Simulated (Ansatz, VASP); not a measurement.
One calculation of CdS, two programs

```
Cd S
1.0
     3.88555    0.00000    0.00000
     0.00000    5.49488    0.00000
     0.00000    0.00000    3.88548
Cd S
2 2
Direct
  0.50000 0.50000 0.74993
  0.00000 0.00000 0.25007
  0.50000 0.00000 0.75002
  0.00000 0.50000 0.24998
```

Alike in both runs: functional PBE; k mesh 10 × 8 × 10; occupations gaussian, width 0.01 eV; no spin polarisation.

Ansatz relaxed the structure, and its values are those at the end. VASP's run is a single point on that final structure, the one shown.

```csv
,VASP,Ansatz
version,VASP 6.6.1,Ansatz 0.2.0
potentials or method,"VASP PAW PBE potentials, release 64 (Cd, S), cutoff 520 eV","scalar-relativistic, plane waves, PAW"
valence electrons in the cell,36,52
```

Ansatz gave:

```
gap on the k mesh at the Fermi level (eV) : 0.26
least direct gap on the mesh (eV)         : 0.99
pressure (GPa)                            : 0.0
```

Estimate VASP's values.

gap on the k mesh at the Fermi level (eV): 0.25; least direct gap on the mesh (eV): 0.96; pressure (GPa): 0.4.

VASP's potentials hold 36 valence electrons a cell and Ansatz's 52, so a difference there can come from the potentials and not from the codes.
